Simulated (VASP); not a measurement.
Set up this calculation in VASP 6.6.1, as the native input.

```
Task                   : single point
Functional             : PBEsol
Potentials or basis    : VASP PAW PBE potentials, release 64 (Bi_d)
Cutoff                 : 520 eV
k mesh                 : 7 × 7 × 7
Occupations            : gaussian, width 0.02 eV
Spin                   : no spin polarisation
Dipole correction      : no
Further INCAR settings : ALGO = Normal; EDIFF = 1e-06; NBANDS = 22
```

The structure of Bi lies in POSCAR:

```
Bi
1.0
    2.2675000000      1.3091417354      3.9380000000
   -2.2675000000      1.3091417354      3.9380000000
    0.0000000000     -2.6182834708      3.9380000000
Bi
2
Direct
    0.7660000000      0.7660000000      0.7660000000
    0.2340000000      0.2340000000      0.2340000000
```

The input as run:

INCAR

```
SYSTEM = Bi
  PREC = Accurate
  ENCUT = 520
  EDIFF = 1E-6
  ISMEAR = 0
  SIGMA = 0.02
  LREAL = .False.
  LASPH = .True.
  NELM = 60
  ALGO = Normal
  ISIF = 2
  LWAVE = .False.
  LCHARG = .True.
  GGA = PS
  LELF = .True.
  LVHAR = .True.
  NBANDS = 22
```

KPOINTS

```
Automatic mesh
0
Gamma
  7 7 7
  0 0 0
```

Potentials or basis: VASP PAW PBE potentials, release 64 (Bi_d).

The run is started by

```console
$ cat potpaw_PBE.64/Bi_d/POTCAR > POTCAR
$ mpirun -np 1 vasp_std > vasp.out
```

Results of the run:

The pressure is -0.4 GPa and the largest force is 0.134 eV/Å. The band gap on the k mesh is 0.26 eV, indirect (least direct gap 0.52 eV).

Caveat: the PAW data sets were made with another functional, which shifts forces and pressure a little; spin-orbit coupling is left out, which moves the levels of the heavy elements.

Run time: 120 s on 1 thread of Intel Xeon 6975P-C, on a shared host, peak memory 0.2 GiB.
